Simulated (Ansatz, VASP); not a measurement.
## CaI in VASP and in Ansatz

```
I Ca
1.0
     4.14682    0.00000    0.00000
    -2.07341    3.59125    0.00000
     0.00000    0.00000    4.57623
I Ca
1 1
Direct
  0.66667 0.33333 0.00000
  0.00000 0.00000 0.50000
```

Alike in both runs: task single point; functional PBE-based screened hybrid; k mesh 4 × 4 × 3; occupations fermi-dirac, width 0.05 eV; no spin polarisation.

```csv
,VASP,Ansatz
version,VASP 6.6.1,Ansatz 0.2.0
potentials or method,"VASP PAW PBE potentials, release 64 (I, Ca_sv)",Ansatz PAW
plane-wave cutoff (eV),400,420
valence electrons in the cell,17,27
```

VASP gave:

| Quantity | Value |
| --- | --- |
| gap on the k mesh at the Fermi level (eV) | none |
| pressure (GPa) | -0.5 |
| traceless stress, the component that is largest in VASP (GPa) | -0.25 |

Problem. Which values does Ansatz return?

Solution. gap on the k mesh at the Fermi level (eV): none; pressure (GPa): -0.5; traceless stress, the component that is largest in VASP (GPa): -0.27.

VASP's potentials were made for PBE, not for PBE-based screened hybrid. A gap of «none» marks a metal or a gap that the smearing closes. With one functional, cell and mesh, what is left measures potentials, basis and numerics. VASP's potentials hold 17 valence electrons a cell and Ansatz's 27, so a difference there can come from the potentials and not from the codes.

The k mesh is coarse, so the values compare programs but aren't converged. Neither program's run includes spin-orbit coupling.
